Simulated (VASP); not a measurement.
Here is a VASP 6.6.1 calculation.

POSCAR

```
NiO
1.0
    0.0000000000      2.0894061025      2.0894061025
    2.0894061025      0.0000000000      2.0894061025
    2.0894061025      2.0894061025      0.0000000000
Ni O
1 1
Direct
    0.0000000000      0.0000000000      0.0000000000
    0.5000000000      0.5000000000      0.5000000000
```

The input INCAR.step1:

```
PREC     = Accurate       # precision mode
ENCUT    = 520            # plane-wave cutoff, eV
ISMEAR   = -1             # smearing method
SIGMA    = 0.05           # smearing width, eV
LREAL    = F              # projectors in reciprocal space
LASPH    = T              # aspherical terms in the spheres
NELM     = 150            # most SCF steps
ISPIN    = 2              # spin polarisation
MAGMOM   = 1 0            # initial moments
LMAXMIX  = 4              # l up to which the mixer works
NBANDS   = 19             # bands
GGA      = PE             # functional
ALGO     = Normal         # electronic algorithm
EDIFF    = 1E-4           # SCF threshold, eV
LWAVE    = T              # write WAVECAR
LCHARG   = F              # write CHGCAR
```

File INCAR.step2:

```
PREC     = Accurate       # precision mode
ENCUT    = 520            # plane-wave cutoff, eV
EDIFF    = 1E-6           # SCF threshold, eV
ISMEAR   = -1             # smearing method
SIGMA    = 0.05           # smearing width, eV
LREAL    = F              # projectors in reciprocal space
LASPH    = T              # aspherical terms in the spheres
NELM     = 150            # most SCF steps
ALGO     = Normal         # electronic algorithm
ISIF     = 2              # what is computed and relaxed
LWAVE    = F              # write WAVECAR
LCHARG   = F              # write CHGCAR
ISPIN    = 2              # spin polarisation
MAGMOM   = 1 0            # initial moments
LORBIT   = 11             # projections on sites
LMAXMIX  = 4              # l up to which the mixer works
METAGGA  = R2SCAN         # meta-GGA
LMIXTAU  = T            
IVDW     = 13             # dispersion correction
VDW_S6   = 1.0          
VDW_S8   = 0.6018749    
VDW_A1   = 0.51559235   
VDW_A2   = 5.77342911   
NBANDS   = 19             # bands
ISTART   = 1
```

File KPOINTS:

```
Automatic mesh
0
Gamma
  11 11 11
```

Potentials or basis: VASP PAW PBE potentials, release 64 (Ni, O).

Command:

```sh
$ cat potpaw_PBE.64/Ni/POTCAR potpaw_PBE.64/O/POTCAR > POTCAR
$ cp INCAR.step1 INCAR
$ mpirun -np 1 vasp_std > vasp.out
$ cp INCAR.step2 INCAR
$ mpirun -np 1 vasp_std > vasp.out
```

**Question.** What does it give for the pressure?

**Answer.** 0.1 GPa.

**Question.** What does it give for the dispersion energy per atom?

**Answer.** -0.117 eV.

**Question.** Estimate the band gap on the k mesh.

**Answer.** 0.75 eV, indirect (least direct gap 1.70 eV).

**Question.** What does it give for the net moment?

**Answer.** 2.00 μB per cell.

Caveat: the PAW data sets were made with another functional, which shifts forces and pressure a little; a cell with one magnetic atom can't hold antiferromagnetic order, which such compounds often take. A k mesh can miss the band edges.
